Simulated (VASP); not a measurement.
# Sn (I4/mmm) in VASP: further runs, part 2 of 2

VASP 6.6.1.

### 3 Single point, HSE06

Contents of POSCAR:

```
Sn
1.0
   -2.0689875426      2.0689875426      1.6933321804
    2.0689875426     -2.0689875426      1.6933321804
    2.0689875426      2.0689875426     -1.6933321804
Sn
1
Direct
    0.0000000000      0.0000000000      0.0000000000
```

Contents of INCAR.step1:

```
ALGO = Normal
EDIFF = 1E-5
ENCUT = 520
GGA = PE
ISIF = 2
ISMEAR = -1
LASPH = T
LCHARG = F
LREAL = F
LWAVE = T
NBANDS = 13
NELM = 80
PREC = Accurate
SIGMA = 0.05
```

Contents of INCAR.step2:

```
ALGO = Normal
EDIFF = 1E-6
ENCUT = 520
GGA = PE
HFSCREEN = 0.2079
ISIF = 2
ISMEAR = -1
ISTART = 1
LASPH = T
LCHARG = F
LHFCALC = T
LREAL = F
LWAVE = F
NBANDS = 13
NELM = 80
PREC = Accurate
PRECFOCK = Normal
SIGMA = 0.05
```

Contents of KPOINTS:

```
k-points
0
Gamma
  6 6 6
```

Potentials or basis: VASP PAW PBE potentials, release 64 (Sn_d).

Started as:

```sh
cat potpaw_PBE.64/Sn_d/POTCAR > POTCAR
cp INCAR.step1 INCAR
mpirun -np 1 vasp_std > vasp.out
cp INCAR.step2 INCAR
mpirun -np 1 vasp_std > vasp.out
```

OUTCAR:

```text
EDIFF = 1E-6
   ENCUT = 520
   GGA = PE
   HFSCREEN = 0.2079
   ISIF = 2
   ISMEAR = -1
   ISTART = 1
   LASPH = T
   LHFCALC = T
   LREAL = F
   NELM = 80
   PREC = Accurate
   PRECFOCK = Normal

 ion  position               nearest neighbor table
   1  0.000  0.000  0.000-

  LATTYP: Found a body centered tetragonal cell.
 ALAT       =     4.1379750852
 C/A-ratio  =     0.8184351745

  Lattice vectors:

 A1 = (  -2.0689875426,   2.0689875426,   1.6933321804)
 A2 = (   2.0689875426,  -2.0689875426,   1.6933321804)
 A3 = (   2.0689875426,   2.0689875426,  -1.6933321804)

Analysis of symmetry for initial positions (statically):
=====================================================================
 Subroutine PRICEL returns:
 Original cell was already a primitive cell.

 Routine SETGRP: Setting up the symmetry group for a
 body centered tetragonal supercell.

 Subroutine GETGRP returns: Found 16 space group operations
 (whereof 16 operations were pure point group operations)
 out of a pool of 16 trial point group operations.

The static configuration has the point symmetry D_4h.

Analysis of symmetry for dynamics (positions and initial velocities):
=====================================================================
 Subroutine PRICEL returns:
 Original cell was already a primitive cell.

 Routine SETGRP: Setting up the symmetry group for a
 body centered tetragonal supercell.

 Subroutine GETGRP returns: Found 16 space group operations
 (whereof 16 operations were pure point group operations)
 out of a pool of 16 trial point group operations.

The dynamic configuration has the point symmetry D_4h.

[... 124 lines left out ...]
   ENCUT4O =  -1.0   cutoff for four orbital integrals eV
   NKREDX  =     1    reduce k-point grid by
   NKREDY  =     1    reduce k-point grid by
   NKREDZ  =     1    reduce k-point grid by
   AEXX    =    0.2500 exact exchange contribution
   HFSCREEN=    0.2079 screening length (either q_TF or 0.3 A-1)
   HFSCREENC=   0.2079 screening length for correlation (either q_TF or 0.3 A-1)
   ENCUTFOCK=  -1.0 apply spherical cutoff to Coloumb kernel
   IVDW    =     0    specifies the selected vdW correction
   LEPSILON=     F    determine dielectric tensor
   LRPA    =     F    only Hartree local field effects (RPA)
 non-spin polarized calculation
  energy-cutoff  :      520.00
  volume of cell :       28.99
 maximum number of plane-waves:       799
 NGX is ok and might be reduce to    28
  NGX = 20; NGY = 20; NGZ = 20

 number of electron      14.0000001 magnetization

 Free energy of the ion-electron system (eV)
  ---------------------------------------------------
  ext. energy  EPLUGINS =         0.00000000
  ---------------------------------------------------
  free energy    TOTEN  =        -4.29279606 eV

  energy without entropy =       -4.28533352  energy(sigma->0) =       -4.28906479

 E-fermi :   7.7179     XC(G=0):  -8.3436

 val. band max:        7.6644433092   @ k =  -0.3333   0.3333   0.3333
 cond. band min:       7.7390233680   @ k =   0.5000   0.1667   0.0000
 fundamental gap:      0.0745800588
 Fermi energy:         7.7178705401

 k-point     1 :       0.0000    0.0000    0.0000
  band No.  band energies     occupation
      1     -16.6093      2.00000
      2     -16.5491      2.00000
      3     -16.5491      2.00000
      4     -16.5479      2.00000
      5     -16.4437      2.00000
      6      -4.7285      2.00000
      7      14.3910      0.00000
      8      14.3910      0.00000
      9      16.8898      0.00000
     10      17.8545      0.00000
     11      18.9598      0.00000
     12      20.4150      0.00000
     13      20.4150      0.00000
[... 354 lines left out ...]
  band No.  band energies     occupation
      1     -16.5774      2.00000
      2     -16.5522      2.00000
      3     -16.4978      2.00000
      4     -16.4581      2.00000
      5     -16.4471      2.00000
      6      -0.6067      2.00000
      7       6.2305      2.00000
      8       9.7767      0.00000
      9      10.5148      0.00000
     10      14.9806      0.00000
     11      17.5990      0.00000
     12      18.0974      0.00000
     13      23.0802      0.00000

 [... further k-points ...]

------------------------ aborting loop because EDIFF is reached ----------------------------------------

  FORCE on cell =-STRESS in cart. coord.  units (eV):
  Direction    XX          YY          ZZ          XY          YZ          ZX
  --------------------------------------------------------------------------------------
  -------------------------------------------------------------------------------------
  Total       -0.3477210     -0.3477210     -0.7409208      0.0000000     -0.0000000      0.0000000
  in kB      -19.2142593    -19.2142593    -40.9415687      0.0000000     -0.0000000      0.0000000
  external PRESSURE =     -26.4566957 kB  Pullay stress =       0.0000000 kB

 VOLUME and BASIS-vectors are now :
 -----------------------------------------------------------------------------
  energy-cutoff  :      520.00
  volume of cell :       28.99
      direct lattice vectors                 reciprocal lattice vectors
    -2.068987543  2.068987543  1.693332180     0.000000000  0.241664094  0.295275792
     2.068987543 -2.068987543  1.693332180     0.241664094  0.000000000  0.295275792
     2.068987543  2.068987543 -1.693332180     0.241664094  0.241664094  0.000000000

 POSITION                                       TOTAL-FORCE (eV/Angst)
 -----------------------------------------------------------------------------------
      0.00000      0.00000      0.00000         0.000000      0.000000     -0.000000
 -----------------------------------------------------------------------------------
    total drift:                                0.000000     -0.000000      0.000000

  FREE ENERGIE OF THE ION-ELECTRON SYSTEM (eV)
  ---------------------------------------------------
  free  energy   TOTEN  =        -4.2927960583 eV

  energy  without entropy=       -4.2853335187  energy(sigma->0) =       -4.28906479
```

OUTCAR.step1:

```text
EDIFF = 1E-5
   ENCUT = 520
   GGA = PE
   ISIF = 2
   ISMEAR = -1
   LASPH = T
[... 600 lines left out ...]

 POSITION                                       TOTAL-FORCE (eV/Angst)
 -----------------------------------------------------------------------------------
      0.00000      0.00000      0.00000        -0.000000     -0.000000      0.000000
 -----------------------------------------------------------------------------------
    total drift:                               -0.000000      0.000000      0.000000

  FREE ENERGIE OF THE ION-ELECTRON SYSTEM (eV)
  ---------------------------------------------------
  free  energy   TOTEN  =        -3.7332119655 eV

  energy  without entropy=       -3.7253994973  energy(sigma->0) =       -3.72930573
```

Wall time 44 min (1 thread of AMD EPYC 7R43 (Zen 3), shared host); peak memory 0.23 GiB.

What came out:

| Property | Result |
| --- | --- |
| Free energy | -4.2928 eV |
| Pressure | -2.6 GPa |
| Band gap on the k mesh | zero (bands 7 and 8 overlap by 9.19 eV) |

Levels at points of the mesh, in eV from the Fermi level:
| k point | band 5 | band 6 | band 7 | band 8 | band 9 | band 10 |
| --- | --- | --- | --- | --- | --- | --- |
| (0.00, 0.00, 0.00) | -24.16 | -12.45 | 6.67 | 6.67 | 9.17 | 10.14 |
| (0.50, 0.00, 0.00) | -24.12 | -6.85 | -4.90 | 2.86 | 4.23 | 6.98 |
| (0.50, 0.50, 0.00) | -24.13 | -8.46 | -5.46 | 5.67 | 7.66 | 10.18 |
| (0.50, 0.50, 0.50) | -24.11 | -4.35 | -2.17 | -2.17 | 2.35 | 2.87 |

Caveat: the k points lie up to 0.40 Å⁻¹ apart, too coarse for converged energies and pressures of a metal; the PAW data sets were made with another functional, which shifts forces and pressure a little; spin-orbit coupling is left out, which moves the levels of the heavy elements.
